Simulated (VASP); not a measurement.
A run of VASP 6.6.1:

INCAR

```
ALGO = Normal ; EDIFF = 1E-6
ENCUT = 520 ; GGA = PE
ISIF = 2 ; ISMEAR = -1
LASPH = True ; LCHARG = False
LREAL = False ; LWAVE = False
NBANDS = 26 ; NELM = 80
PREC = Accurate ; SIGMA = 0.08
```

The input KPOINTS:

```
k-points
0
Gamma
  6 6 4
```

Contents of POSCAR:

```
Rb
1.0
    5.1102376064      0.0000000000      0.0000000000
   -2.5551188032      4.4255955865      0.0000000000
    0.0000000000      0.0000000000     16.2959983630
Rb
4
Direct
    0.0000000000      0.0000000000      0.0000000000
    0.0000000000      0.0000000000      0.5000000000
    0.3333333333      0.6666666667      0.2500000000
    0.6666666667      0.3333333333      0.7500000000
```

Potentials or basis: VASP PAW PBE potentials, release 64 (Rb_sv).

Run with:

```console
$ cat potpaw_PBE.64/Rb_sv/POTCAR > POTCAR
$ mpirun -np 1 vasp_std > vasp.out
```

Hardware: 1 thread of Intel(R) Xeon(R) 6975P-C (Granite Rapids), with other jobs on the host.

Problem. How long does it take, and how much memory?

Solution. Wall time 99 s on 1 thread of Intel(R) Xeon(R) 6975P-C (Granite Rapids) (shared host), peak memory 0.53 GiB. Counts: scf iterations 11, k points 21.
